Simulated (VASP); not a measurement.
BaAl9Fe2:

```
Ba Al Fe
1.0
     8.00228    0.00000    0.00000
    -4.00114    6.93018    0.00000
     0.00000    0.00000    3.94525
Ba Al Fe
1 9 2
Direct
  0.00000 0.00000 0.00000
  0.50000 0.00000 0.00000
  0.50000 0.50000 0.00000
  0.00000 0.50000 0.00000
  0.21656 0.43312 0.50000
  0.78344 0.21656 0.50000
  0.43312 0.21656 0.50000
  0.56688 0.78344 0.50000
  0.21656 0.78344 0.50000
  0.78344 0.56688 0.50000
  0.66667 0.33333 0.00000
  0.33333 0.66667 0.00000
```

| Property | Result |
| --- | --- |
| Program | VASP 6.6.1 |
| Task | relaxation of cell and atoms |
| Functional | LDA |
| Potentials or basis | VASP PAW LDA potentials, release 64 (Ba_sv, Al, Fe) |
| Cutoff | 600 eV |
| k mesh | 6 × 6 × 10 |
| Occupations | gaussian, width 0.1 eV |
| Spin | no spin polarisation |

At the start: pressure -4.5 GPa; volume 18.23 Å³/atom.

Q: How do energy, volume and symmetry change on relaxing?

A: Over 9 steps the energy falls by 13.4 meV/atom and the volume is 17.32 Å³/atom (-5.0 %); space group P6/mmm (No. 191, to 0.05 Å).

The path:
| step | energy change (eV) | largest force (eV/Å) | pressure (GPa) | volume (Å³) |
| --- | --- | --- | --- | --- |
| 1 | 0.0000 | 0.2081 | -4.55 | 218.79 |
| 2 | -0.1113 | 0.2055 | 2.80 | 202.81 |
| 3 | -0.1600 | 0.0470 | -0.04 | 208.27 |
| 4 | -0.1599 | 0.0521 | 0.05 | 208.06 |
| 5 | -0.1605 | 0.0356 | 0.08 | 207.94 |
| 6 | -0.1609 | 0.0066 | 0.08 | 207.74 |
| 7 | -0.1609 | 0.0033 | -0.08 | 208.09 |
| 8 | -0.1609 | 0.0019 | -0.06 | 207.93 |
| 9 | -0.1609 | 0.0037 | 0.01 | 207.85 |

Final structure:
```
Ba Al Fe
1.0
     7.87129    0.00000    0.00000
    -3.93565    6.81674    0.00000
     0.00000    0.00000    3.87370
Ba Al Fe
1 9 2
Direct
  0.00000 0.00000 0.00000
  0.50000 0.00000 0.00000
  0.50000 0.50000 0.00000
  0.00000 0.50000 0.00000
  0.21659 0.43318 0.50000
  0.78341 0.21659 0.50000
  0.43318 0.21659 0.50000
  0.56682 0.78341 0.50000
  0.21659 0.78341 0.50000
  0.78341 0.56682 0.50000
  0.66667 0.33333 0.00000
  0.33333 0.66667 0.00000
```
